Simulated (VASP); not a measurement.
A run of VASP 6.6.1 is set up as follows.

INCAR

```
SYSTEM = Os
PREC = Accurate ; ENCUT = 600
EDIFF = 1E-6 ; ISMEAR = 0
SIGMA = 0.1 ; LREAL = .False.
LASPH = .True. ; NELM = 80
ALGO = Normal ; ISIF = 3
LWAVE = .False. ; LCHARG = .False.
GGA = PE ; IBRION = 2
NSW = 100 ; EDIFFG = -0.01
```

Contents of KPOINTS:

```
regular mesh
0
Gamma
  24 24 24
  0 0 0
```

Contents of POSCAR:

```
Os
1.0
    0.0000000000      1.9278824569      1.9278824569
    1.9278824569      0.0000000000      1.9278824569
    1.9278824569      1.9278824569      0.0000000000
Os
1
Direct
    0.0000000000      0.0000000000      0.0000000000
```

Potentials or basis: VASP PAW PBE potentials, release 64 (Os).

Run with:

```sh
$ cat potpaw_PBE.64/Os/POTCAR > POTCAR
$ mpirun -np 1 vasp_std > vasp.out
```

Problem. Predict the band gap on the k mesh.

Solution. Zero (bands 4 and 5 overlap by 3.70 eV).

Problem. Estimate the relaxed cell.

Solution. a = 2.727 Å, b = 2.727 Å, c = 2.727 Å, α = 60.00°, β = 60.00°, γ = 60.00°.

Problem. What does it give for the relaxed volume?

Solution. 14.34 Å³/atom.

Final structure:
```
CELL_PARAMETERS angstrom
0.00000 1.92809 1.92809
1.92809 0.00000 1.92809
1.92809 1.92809 0.00000
ATOMIC_POSITIONS crystal
Os 0.00000 0.00000 0.00000
```

Caveat: spin-orbit coupling is left out, which moves the levels of the heavy elements.
